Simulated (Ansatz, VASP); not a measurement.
Two plane-wave programs on HfSn3O8

```
Sn O Hf
1.0
     3.37595   -3.38753    0.00000
     3.37595    3.38753    0.00000
     0.00000    0.00000    6.41640
Sn O Hf
3 8 1
Cartesian
  3.3759 0.0000 1.5983
  0.0000 0.0000 0.0000
  3.3759 0.0000 4.8181
  1.3191 0.0000 1.5960
  5.4328 0.0000 1.5960
  3.3759 -1.3229 0.0000
  3.3759 1.3229 0.0000
  1.3191 0.0000 4.8204
  5.4328 0.0000 4.8204
  3.3759 -1.3067 3.2082
  3.3759 1.3067 3.2082
  0.0000 0.0000 3.2082
```

Alike in both runs: task single point; functional PBE; k mesh 6 × 6 × 4; occupations fermi-dirac, width 0.02 eV; no spin polarisation.

|  | VASP | Ansatz |
| --- | --- | --- |
| version | VASP 6.6.1 | Ansatz 0.2.0 |
| potentials or method | VASP PAW PBE potentials, release 64 (Sn_d, O, Hf_pv) | plane waves, PAW |
| plane-wave cutoff (eV) | 520 | 420 |
| valence electrons in the cell | 100 | 116 |

Ansatz gave:

- gap on the k mesh at the Fermi level (eV): 2.01
- pressure (GPa): 7.0
- rms of the force components (eV/Å): 0.059

Problem. What did VASP give for the same quantities?

Solution. gap on the k mesh at the Fermi level (eV): 1.99; pressure (GPa): 6.8; rms of the force components (eV/Å): 0.133.

VASP's potentials hold 100 valence electrons a cell and Ansatz's 116, so a difference there can come from the potentials and not from the codes.

Spin-orbit coupling is off throughout.
